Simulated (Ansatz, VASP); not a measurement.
**TiTe2 in VASP and in Ansatz**

```
Ti Te
1.0
     3.77700    0.00000    0.00000
    -1.88850    3.27098    0.00000
     0.00000    0.00000    6.49800
Ti Te
1 2
Direct
  0.00000 0.00000 0.00000
  0.66667 0.33333 0.26280
  0.33333 0.66667 0.73720
```

Alike in both runs: task relaxation of cell and atoms; functional r2SCAN; k mesh 10 × 10 × 5; occupations fermi-dirac, width 0.1 eV; no spin polarisation.

```csv
,VASP,Ansatz
version,VASP 6.6.1,Ansatz 0.2.0
potentials or method,"VASP PAW PBE potentials, release 64 (Ti_sv, Te), cutoff 600 eV",PAW plane waves
valence electrons in the cell,24,44
```

VASP gave:

| Property | Result |
| --- | --- |
| gap on the k mesh at the Fermi level, each at its own relaxed structure (eV) | none |
| relaxed volume (Å³/atom) | 28.56 |
| relaxed cell length with the largest relative difference (Å) | 6.817 |

Estimate Ansatz's values.

gap on the k mesh at the Fermi level, each at its own relaxed structure (eV): none; relaxed volume (Å³/atom): 28.61; relaxed cell length with the largest relative difference (Å): 6.842.

VASP's potentials were made for PBE, not for r2SCAN. A gap of «none» marks a metal or a gap that the smearing closes. VASP's potentials hold 24 valence electrons a cell and Ansatz's 44, so a difference there can come from the potentials and not from the codes.

Spin-orbit coupling is off throughout.
